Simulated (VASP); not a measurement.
# LiF (Fm-3m) in VASP: a series of runs, part 2 of 2

VASP 6.6.1. The steps go on from the part before.

## 4. Single point, PBEsol+D4

This run uses another cell than the first one, of 7.97 Å³/atom.

INCAR

```
ALGO = Normal
EDIFF = 1E-6
ENCUT = 520
GGA = PS
ISIF = 2
ISMEAR = -1
IVDW = 13
LASPH = True
LCHARG = False
LREAL = False
LWAVE = False
NBANDS = 12
NELM = 80
PREC = Accurate
SIGMA = 0.05
```

KPOINTS

```
k-points
0
Gamma
  11 11 11
```

POSCAR

```
LiF
1.0
    0.0000000000      1.9974562612      1.9974562612
    1.9974562612      0.0000000000      1.9974562612
    1.9974562612      1.9974562612      0.0000000000
F Li
1 1
Direct
    0.5000000000      0.5000000000      0.5000000000
    0.0000000000      0.0000000000      0.0000000000
```

Potentials or basis: VASP PAW PBE potentials, release 64 (F, Li_sv).

Started as:

```
$ cat potpaw_PBE.64/F/POTCAR potpaw_PBE.64/Li_sv/POTCAR > POTCAR
$ mpirun -np 1 vasp_std > vasp.out
```

OUTCAR:

```text
EDIFF = 1E-6
   ENCUT = 520
   GGA = PS
   ISIF = 2
   ISMEAR = -1
   IVDW = 13
   LASPH = True
   LREAL = False
   NELM = 80
   PREC = Accurate

 ion  position               nearest neighbor table
   1  0.500  0.500  0.500-   2 2.00   2 2.00   2 2.00   2 2.00   2 2.00   2 2.00
   2  0.000  0.000  0.000-   1 2.00   1 2.00   1 2.00   1 2.00   1 2.00   1 2.00

  LATTYP: Found a face centered cubic cell.
 ALAT       =     3.9949125224

  Lattice vectors:

 A1 = (   0.0000000000,   1.9974562612,   1.9974562612)
 A2 = (   1.9974562612,   0.0000000000,   1.9974562612)
 A3 = (   1.9974562612,   1.9974562612,   0.0000000000)

Analysis of symmetry for initial positions (statically):
=====================================================================
 Subroutine PRICEL returns:
 Original cell was already a primitive cell.

 Routine SETGRP: Setting up the symmetry group for a
 face centered cubic supercell.

 Subroutine GETGRP returns: Found 48 space group operations
 (whereof 48 operations were pure point group operations)
 out of a pool of 48 trial point group operations.

The static configuration has the point symmetry O_h .

Analysis of symmetry for dynamics (positions and initial velocities):
=====================================================================
 Subroutine PRICEL returns:
 Original cell was already a primitive cell.

 Routine SETGRP: Setting up the symmetry group for a
 face centered cubic supercell.

 Subroutine GETGRP returns: Found 48 space group operations
 (whereof 48 operations were pure point group operations)
 out of a pool of 48 trial point group operations.

The dynamic configuration has the point symmetry O_h .

 Subroutine INISYM returns: Found 48 space group operations
 (whereof 48 operations are pure point group operations),
 and found     1 'primitive' translations

----------------------------------------------------------------------------------------

                                     Primitive cell

  volume of cell :      15.9390

  direct lattice vectors                    reciprocal lattice vectors
     0.000000000  1.997456261  1.997456261    -0.250318372  0.250318372  0.250318372
     1.997456261  0.000000000  1.997456261     0.250318372 -0.250318372  0.250318372
     1.997456261  1.997456261  0.000000000     0.250318372  0.250318372 -0.250318372

  length of vectors
     2.824829735  2.824829735  2.824829735     0.433564139  0.433564139  0.433564139

  position of ions in fractional coordinates (direct lattice)
     0.500000000  0.500000000  0.500000000
     0.000000000  0.000000000  0.000000000

  ion indices of the primitive-cell ions
   primitive index   ion index
                 1           1
                 2           2

----------------------------------------------------------------------------------------

 KPOINTS: k-points

Automatic generation of k-mesh.
 Grid dimensions read from file:
 generate k-points for:   11   11   11

 Generating k-lattice:

  Cartesian coordinates                     Fractional coordinates (reciprocal lattice)
    -0.022756216  0.022756216  0.022756216     0.090909091  0.000000000  0.000000000
     0.022756216 -0.022756216  0.022756216     0.000000000  0.090909091  0.000000000
     0.022756216  0.022756216 -0.022756216     0.000000000  0.000000000  0.090909091

  Length of vectors
     0.039414922  0.039414922  0.039414922

  Shift w.r.t. Gamma in fractional coordinates (k-lattice)
     0.000000000  0.000000000  0.000000000

 Subroutine IBZKPT returns following result:
[... 38 lines left out ...]
   NGXF,Y,Z  is equivalent  to a cutoff of  28.25, 28.25, 28.25 a.u.
 SYSTEM =  unknown system
   PREC   = accura    normal or accurate (medium, high low for compatibility)
   ISTART =      0    job   : 0-new  1-cont  2-samecut
   ICHARG =      2    charge: 1-file 2-atom 10-const
   ISPIN  =      1    spin polarized calculation?
   LNONCOLLINEAR =      F non collinear calculations
   LSORBIT =      F    spin-orbit coupling
   LASPH  =      T    aspherical Exc in radial PAW
   ENCUT  =  520.0 eV  38.22 Ry    6.18 a.u.   5.25  5.25  5.25*2*pi/ulx,y,z
   NELM   =     80;   NELMIN=  2; NELMDL= -5     # of ELM steps
   EDIFF  = 0.1E-05   stopping-criterion for ELM
   LREAL  =      F    real-space projection
   EDIFFG = 0.1E-04   stopping-criterion for IOM
   NSW    =      0    number of steps for IOM
   IBRION =     -1    ionic relax: 0-MD 1-quasi-New 2-CG
   NFREE  =      0    steps in history (QN), initial steepest desc. (CG)
   ISIF   =      2    stress and relaxation
   ISYM   =      2    0-nonsym 1-usesym 2-fastsym
   POTIM  = 0.5000    time-step for ionic-motion
   TEBEG  =    0.0;   TEEND  =   0.0 temperature during run
   PSTRESS=    0.0 pullay stress
   NELECT =      10.0000    total number of electrons
   NUPDOWN=      -1.0000    fix difference up-down
   EMIN   =  10.00;   EMAX   =-10.00  energy-range for DOS
   EFERMI =   0.00;   METHOD = LEGACY
   ISMEAR =    -1;   SIGMA  =   0.05  broadening in eV -4-tet -1-fermi 0-gaus
   EFERMI_NEDOS =   21; number of points for ismear=-14 and -15
   IALGO  =     38    algorithm
   IMIX   =      4    mixing-type and parameters
     AMIX     =   0.40;   BMIX     =  1.00
     AMIX_MAG =   1.60;   BMIX_MAG =  1.00
  volume/ion in A,a.u.               =       7.97        53.78
  Fermi-wavevector in a.u.,A,eV,Ry     =   1.401482  2.648417 26.723911  1.964152
  Thomas-Fermi vector in A             =   2.524339
   LORBIT       =      0    0 simple, 1 ext, 2 COOP (PROOUT), +10 PAW based schemes
   GGA     = PS    functional components
   LHFCALC =     F    Hartree Fock is set to
   AEXX    =    0.0000 exact exchange contribution
   IVDW    =    13    specifies the selected vdW correction
   LEPSILON=     F    determine dielectric tensor
   LRPA    =     F    only Hartree local field effects (RPA)
 non-spin polarized calculation
  energy-cutoff  :      520.00
  volume of cell :       15.94
 maximum number of plane-waves:       444
 NGX is ok and might be reduce to    24
   NGX = 11   NGY = 11   NGZ = 11

 number of electron      10.0000000 magnetization

 number of electron       9.9999996 magnetization

 Free energy of the ion-electron system (eV)
  ---------------------------------------------------
  ext. energy  EPLUGINS =         0.00000000
  ---------------------------------------------------
  free energy    TOTEN  =        -9.85160489 eV

  energy without entropy =       -9.85160489  energy(sigma->0) =       -9.85160489

 E-fermi :   0.2037     XC(G=0): -10.3272

 val. band max:       -0.9569859702   @ k =   0.0000   0.0000   0.0000
 cond. band min:       8.1851812134   @ k =   0.0000   0.0000   0.0000
 fundamental gap:      9.1421671836
 Fermi energy:         0.2037449293

 k-point     1 :       0.0000    0.0000    0.0000
  band No.  band energies     occupation
      1     -41.1128      2.00000
      2     -20.8894      2.00000
      3      -0.9570      2.00000
      4      -0.9570      2.00000
      5      -0.9570      2.00000
      6       8.1852      0.00000
      7      23.1887      0.00000
      8      23.1887      0.00000
      9      23.1887      0.00000
     10      23.3939      0.00000
     11      23.3939      0.00000
     12      23.3939      0.00000
[... 331 lines left out ...]
 k-point    24 :      -0.1818    0.1818    0.0000
  band No.  band energies     occupation
      1     -41.0662      2.00000
      2     -20.5831      2.00000
      3      -2.4793      2.00000
      4      -1.7131      2.00000
      5      -1.0365      2.00000
      6      10.0716      0.00000
      7      16.1091      0.00000
      8      19.1596      0.00000
      9      19.3824      0.00000
     10      25.8676      0.00000
     11      26.3383      0.00000
     12      29.3586      0.00000

 [... further k-points ...]

------------------------ aborting loop because EDIFF is reached ----------------------------------------

  DFT-D4 for vdW energy calculation

  Edisp (eV):   -0.07173

  FORCE on cell =-STRESS in cart. coord.  units (eV):
  Direction    XX          YY          ZZ          XY          YZ          ZX
  --------------------------------------------------------------------------------------
  -------------------------------------------------------------------------------------
  Total      -0.02207    -0.02207    -0.02207     0.00000    -0.00000     0.00000
  in kB      -2.21824    -2.21824    -2.21824     0.00000    -0.00000     0.00000
  external pressure =       -2.22 kB  Pullay stress =        0.00 kB

 VOLUME and BASIS-vectors are now :
 -----------------------------------------------------------------------------
  energy-cutoff  :      520.00
  volume of cell :       15.94
      direct lattice vectors                 reciprocal lattice vectors
     0.000000000  1.997456261  1.997456261    -0.250318372  0.250318372  0.250318372
     1.997456261  0.000000000  1.997456261     0.250318372 -0.250318372  0.250318372
     1.997456261  1.997456261  0.000000000     0.250318372  0.250318372 -0.250318372

 POSITION                                       TOTAL-FORCE (eV/Angst)
 -----------------------------------------------------------------------------------
      1.99746      1.99746      1.99746         0.000000      0.000000     -0.000000
      0.00000      0.00000      0.00000        -0.000000     -0.000000      0.000000
 -----------------------------------------------------------------------------------
    total drift:                               -0.000000     -0.000000      0.000000

  FREE ENERGIE OF THE ION-ELECTRON SYSTEM (eV)
  ---------------------------------------------------
  free  energy   TOTEN  =        -9.9233337686 eV

  energy  without entropy=       -9.9233337686  energy(sigma->0) =       -9.92333377
```

OSZICAR:

```text
N       E                     dE             d eps       ncg     rms          rms(c)
DAV:   1     0.317031463099E+02    0.31703E+02   -0.54193E+03  1424   0.840E+02
DAV:   2    -0.913708811732E+01   -0.40840E+02   -0.39994E+02  1636   0.188E+02
DAV:   3    -0.102624076106E+02   -0.11253E+01   -0.11209E+01  1748   0.271E+01
DAV:   4    -0.102771455249E+02   -0.14738E-01   -0.14737E-01  1564   0.318E+00
DAV:   5    -0.102773032139E+02   -0.15769E-03   -0.15769E-03  1700   0.243E-01    0.406E+00
DAV:   6    -0.985109103994E+01    0.42621E+00   -0.19786E+00  1492   0.872E+00    0.137E+00
DAV:   7    -0.984924862122E+01    0.18424E-02   -0.15270E-02  1792   0.111E+00    0.833E-01
DAV:   8    -0.985153068033E+01   -0.22821E-02   -0.11427E-02  1656   0.118E+00    0.103E-01
DAV:   9    -0.985155774772E+01   -0.27067E-04   -0.99165E-04  1588   0.279E-01    0.419E-02
DAV:  10    -0.985160460159E+01   -0.46854E-04   -0.94437E-05  1536   0.738E-02    0.966E-03
DAV:  11    -0.985160489246E+01   -0.29087E-06   -0.41666E-06  1672   0.205E-02
   1 F= -.99233338E+01 E0= -.99233338E+01  d E =-.886318E-11
```

Run time: 18 s. Hardware: 1 thread of Intel Xeon 8259CL, shared host; peak memory 0.14 GiB.

Results:

```yaml
Free_energy: -9.9233 eV
Band_gap_on_the_k_mesh: 9.14 eV
Dispersion_energy_per_atom: -0.036 eV
```

Caveat: the cutoff is under 1.25 times the usual one of these potentials, so pressure, stress and relaxed cells hold a basis-set (Pulay) error; the PAW data sets were made with another functional, which shifts forces and pressure a little; an odd mesh through Γ misses points on the zone boundary, where band edges can lie. As with any semilocal functional, this PBEsol gap is likely too small.

## 5. Single point, PBEsol

This run uses another cell than the first one, of 7.68 Å³/atom.

INCAR

```
PREC = Accurate ; ENCUT = 520
EDIFF = 1E-6 ; ISMEAR = -1
SIGMA = 0.05 ; LREAL = F
LASPH = T ; NELM = 60
ALGO = Normal ; ISIF = 2
LWAVE = F ; LCHARG = F
GGA = PS ; NBANDS = 12
```

KPOINTS

```
Automatic mesh
0
Gamma
  11 11 11
```

POSCAR

```
LiF
1.0
    0.0000000000      1.9728864230      1.9728864230
    1.9728864230      0.0000000000      1.9728864230
    1.9728864230      1.9728864230      0.0000000000
F Li
1 1
Direct
    0.5000000000      0.5000000000      0.5000000000
    0.0000000000      0.0000000000      0.0000000000
```

Potentials or basis: VASP PAW PBE potentials, release 64 (F, Li_sv).

Started as:

```
$ cat potpaw_PBE.64/F/POTCAR potpaw_PBE.64/Li_sv/POTCAR > POTCAR
$ mpirun -np 1 vasp_std > vasp.out
```

OUTCAR:

```text
PREC = Accurate
   ENCUT = 520
   EDIFF = 1E-6
   ISMEAR = -1
   LREAL = F
   LASPH = T
   NELM = 60
   ISIF = 2
   GGA = PS

 ion  position               nearest neighbor table
   1  0.500  0.500  0.500-   2 1.97   2 1.97   2 1.97   2 1.97   2 1.97   2 1.97
   2  0.000  0.000  0.000-   1 1.97   1 1.97   1 1.97   1 1.97   1 1.97   1 1.97

  LATTYP: Found a face centered cubic cell.
 ALAT       =     3.9457728460

  Lattice vectors:

 A1 = (   0.0000000000,   1.9728864230,   1.9728864230)
[... 545 lines left out ...]

------------------------ aborting loop because EDIFF is reached ----------------------------------------

  FORCE on cell =-STRESS in cart. coord.  units (eV):
  Direction    XX          YY          ZZ          XY          YZ          ZX
  --------------------------------------------------------------------------------------
  -------------------------------------------------------------------------------------
  Total        0.3407057      0.3407057      0.3407057      0.0000000      0.0000000     -0.0000000
  in kB       35.5429711     35.5429711     35.5429711      0.0000000      0.0000000     -0.0000000
  external PRESSURE =      35.5429711 kB  Pullay stress =       0.0000000 kB

 VOLUME and BASIS-vectors are now :
 -----------------------------------------------------------------------------
  energy-cutoff  :      520.00
  volume of cell :       15.36
      direct lattice vectors                 reciprocal lattice vectors
     0.000000000  1.972886423  1.972886423    -0.253435775  0.253435775  0.253435775
     1.972886423  0.000000000  1.972886423     0.253435775 -0.253435775  0.253435775
     1.972886423  1.972886423  0.000000000     0.253435775  0.253435775 -0.253435775

 POSITION                                       TOTAL-FORCE (eV/Angst)
 -----------------------------------------------------------------------------------
      1.97289      1.97289      1.97289         0.000000      0.000000      0.000000
      0.00000      0.00000      0.00000         0.000000      0.000000      0.000000
 -----------------------------------------------------------------------------------
    total drift:                               -0.000000     -0.000000      0.000000

  FREE ENERGIE OF THE ION-ELECTRON SYSTEM (eV)
  ---------------------------------------------------
  free  energy   TOTEN  =        -9.8423904369 eV

  energy  without entropy=       -9.8423904368  energy(sigma->0) =       -9.84239044
```

OSZICAR:

```text
N       E                     dE             d eps       ncg     rms          rms(c)
DAV:   1     0.317515604844E+02    0.31752E+02   -0.54938E+03  1416   0.854E+02
DAV:   2    -0.924324902958E+01   -0.40995E+02   -0.40190E+02  1604   0.190E+02
DAV:   3    -0.102593484368E+02   -0.10161E+01   -0.10135E+01  1800   0.260E+01
DAV:   4    -0.102686179537E+02   -0.92695E-02   -0.92690E-02  1524   0.267E+00
DAV:   5    -0.102687058547E+02   -0.87901E-04   -0.87901E-04  1740   0.194E-01    0.406E+00
DAV:   6    -0.984173689174E+01    0.42697E+00   -0.19258E+00  1496   0.873E+00    0.134E+00
DAV:   7    -0.984012880499E+01    0.16081E-02   -0.18156E-02  1760   0.116E+00    0.827E-01
DAV:   8    -0.984233582706E+01   -0.22070E-02   -0.11046E-02  1644   0.116E+00    0.104E-01
DAV:   9    -0.984234803630E+01   -0.12209E-04   -0.10596E-03  1552   0.289E-01    0.419E-02
DAV:  10    -0.984239042323E+01   -0.42387E-04   -0.89404E-05  1560   0.724E-02    0.105E-02
DAV:  11    -0.984239043689E+01   -0.13666E-07   -0.46569E-06  1672   0.215E-02
   1 F= -.98423904E+01 E0= -.98423904E+01  d E =-.969860E-10
```

stdout:

```text
POSCAR found type information on POSCAR F Li
 POSCAR found :  2 types and       2 ions
 scaLAPACK will be used
 -----------------------------------------------------------------------------
|                                                                             |
|                                                                             |
|     You enforced a specific xc type in the INCAR file but a different       |
|     I HOPE YOU KNOW WHAT YOU ARE DOING!                                     |
|                                                                             |
 -----------------------------------------------------------------------------

 LDA part: xc-table for (Slater+PW92), standard interpolation
 POSCAR, INCAR and KPOINTS ok, starting setup
 FFT: planning ... GRIDC
 FFT: planning ... GRID_SOFT
 FFT: planning ... GRID
 WAVECAR not read
 entering main loop
```

Wall time 14 s (1 thread of Intel Xeon 8259CL, shared host); peak memory 0.13 GiB.

Results:

- Free energy: -9.8424 eV
- Band gap on the k mesh: 9.48 eV

Levels at points of the mesh, in eV from the valence-band top:
```tsv
k point	band 1	band 2	band 3	band 4	band 5	band 6	band 7	band 8	band 9	band 10
(0.00, 0.00, 0.00)	-40.09	-20.04	0.00	0.00	0.00	9.48	24.62	24.62	24.62	24.72
```

Caveat: the cutoff is under 1.25 times the usual one of these potentials, so pressure, stress and relaxed cells hold a basis-set (Pulay) error; the PAW data sets were made with another functional, which shifts forces and pressure a little; an odd mesh through Γ misses points on the zone boundary, where band edges can lie.

## 6. Single point, PBEsol

This run uses another cell than the first one, of 8.01 Å³/atom.

INCAR

```
SYSTEM = LiF
PREC = Accurate
ENCUT = 520
EDIFF = 1E-6
ISMEAR = -1
SIGMA = 0.05
LREAL = .FALSE.
LASPH = .TRUE.
NELM = 100
ALGO = Normal
ISIF = 2
LWAVE = .FALSE.
LCHARG = .FALSE.
GGA = PS
NBANDS = 12
```

KPOINTS

```
Automatic mesh
0
G
  11 11 11
  0 0 0
```

POSCAR

```
LiF
1.0
    0.0000000000      2.0004828142      2.0004828142
    2.0004828142      0.0000000000      2.0004828142
    2.0004828142      2.0004828142      0.0000000000
F Li
1 1
Direct
    0.5000000000      0.5000000000      0.5000000000
    0.0000000000      0.0000000000      0.0000000000
```

Potentials or basis: VASP PAW PBE potentials, release 64 (F, Li_sv).

Started as:

```
$ cat potpaw_PBE.64/F/POTCAR potpaw_PBE.64/Li_sv/POTCAR > POTCAR
$ mpirun -np 1 vasp_std > vasp.out
```

Run time: 15 s. Hardware: 1 thread of Intel Xeon 8259CL, shared host; peak memory 0.13 GiB.

Results (log left out):

```
Free energy            : -9.8520 eV
Band gap on the k mesh : 9.10 eV
```

Levels at points of the mesh, in eV from the valence-band top:
```tsv
k point	band 1	band 2	band 3	band 4	band 5	band 6	band 7	band 8	band 9	band 10
(0.00, 0.00, 0.00)	-40.17	-19.92	0.00	0.00	0.00	9.10	24.09	24.09	24.09	24.31
```

Caveat: the cutoff is under 1.25 times the usual one of these potentials, so pressure, stress and relaxed cells hold a basis-set (Pulay) error; the PAW data sets were made with another functional, which shifts forces and pressure a little; an odd mesh through Γ misses points on the zone boundary, where band edges can lie.

## 7. Overview

```tsv
level	cell	gap on the mesh (eV)
PBEsol+D3(BJ)	a = 2.796 Å, angles 60.0°, 2 atoms	9.43
PBEsol+D3(BJ)	a = 2.804 Å, angles 60.0°, 2 atoms	9.35
PBEsol+D4	a = 2.825 Å, angles 60.0°, 2 atoms	9.14
PBEsol	a = 2.790 Å, angles 60.0°, 2 atoms	9.48
PBEsol	a = 2.829 Å, angles 60.0°, 2 atoms	9.10
```

Alike in all rows: task single point; potentials or basis VASP PAW PBE potentials, release 64 (F, Li_sv); no spin polarisation; k mesh 11 × 11 × 11; cutoff (eV) 520; smearing fermi-dirac 0.05 eV.

Caveats: the cutoff is under 1.25 times the usual one of these potentials, so pressure, stress and relaxed cells hold a basis-set (Pulay) error; the PAW data sets were made with another functional, which shifts forces and pressure a little; an odd mesh through Γ misses points on the zone boundary, where band edges can lie; three body term missing (at least some runs).

Total energies depend on the potentials used, so only differences within one code and one set of settings carry meaning.
